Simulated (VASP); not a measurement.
ZnS: single point with PBE

Crystal: ZnS.

```
Zn S
1.0
     3.55466    0.00000    0.00000
    -1.77733    3.07842    0.00000
     0.00000    0.00000   13.95629
Zn S
4 4
Direct
  0.00000 0.00000 0.00005
  0.00000 0.00000 0.50005
  0.33333 0.66667 0.25002
  0.66667 0.33333 0.75002
  0.00000 0.00000 0.18729
  0.00000 0.00000 0.68729
  0.33333 0.66667 0.43764
  0.66667 0.33333 0.93764
```

This cell differs from its parent crystal: volume 19.090 Å^3 an atom, c/a of the conventional cell 3.9262.

```
Program             : VASP 6.6.1
Task                : single point
Functional          : PBE
Potentials or basis : VASP PAW PBE potentials, release 64 (Zn, S)
Cutoff              : 520 eV
k mesh              : 9 × 9 × 4
Occupations         : gaussian, width 0.05 eV
Spin                : no spin polarisation
```

* Pressure: 8.3 GPa
* Largest force: 0.783 eV/Å
* Band gap on the k mesh: 1.32 eV, direct

Forces on the atoms (eV/Å):
```
Zn   0.000  0.000  0.783
Zn   0.000  0.000  0.783
Zn   0.000  0.000  0.759
Zn   0.000  0.000  0.759
S    0.000  0.000 -0.758
S    0.000  0.000 -0.758
S    0.000  0.000 -0.783
S    0.000  0.000 -0.783
```

Stress tensor (GPa, compression positive):
```
15.89  0.00  0.00
 0.00 15.89  0.00
 0.00  0.00 -6.85
```

Levels at points of the mesh, in eV from the valence-band top:
```
           k point  band 32  band 33  band 34  band 35  band 36  band 37  band 38  band 39  band 40  band 41
(0.00, 0.00, 0.00)    -0.25    -0.25    -0.25     0.00     0.00     1.32     3.92     3.98     4.25     5.42
(0.00, 0.00, 0.50)    -0.41    -0.08    -0.08    -0.08    -0.08     2.50     2.50     4.26     4.26     5.37
```

Wall time 15 min on 1 thread of AMD EPYC 7R13 (shared host), peak memory 0.35 GiB.

 A k mesh can miss the band edges.
